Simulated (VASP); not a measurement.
Runs of VASP 6.6.1 on F. The structure is that of space group Fm-3m (No. 225), or close to it. The cells are those of the table. 

```csv
task,cell,cutoff (eV),k mesh for the DOS,occupations for the DOS,gap on the mesh (eV),pressure (GPa)
single point,"a = 2.290 Å, angles 60.0°, 1 atom",520,-,-,none,6.2
single point,"a = 1.804 Å, angles 60.0°, 1 atom",520,-,-,none,419.7
relaxation of cell and atoms,"relaxed from a = 2.639 Å, angles 60.0°, 1 atom",600,-,-,none,0.0
single point,"a = 2.149 Å, angles 60.0°, 1 atom",520,-,-,none,(b)
single point,"a = 2.221 Å, angles 60.0°, 1 atom",520,-,-,none,18.2
single point,"a = 1.986 Å, angles 60.0°, 1 atom",520,-,-,none,134.1
single point,"a = 2.070 Å, angles 60.0°, 1 atom",520,-,-,none,(a)
single point,"a = 2.354 Å, angles 60.0°, 1 atom",520,-,-,none,-0.9
```

Alike in all rows: level PBEsol; potentials or basis VASP PAW PBE potentials, release 64 (F); no spin polarisation; k mesh 19 × 19 × 19; smearing fermi-dirac 0.08 eV.

Task: Estimate the missing entries.

Result: (a) 73.1; (b) 38.4.

Caveats: the PAW data sets were made with another functional, which shifts forces and pressure a little; an odd number of electrons without spin polarisation forces a metal; a magnetic or distorted state may lie lower.

A gap of «none» marks levels without a gap at the run's occupations.
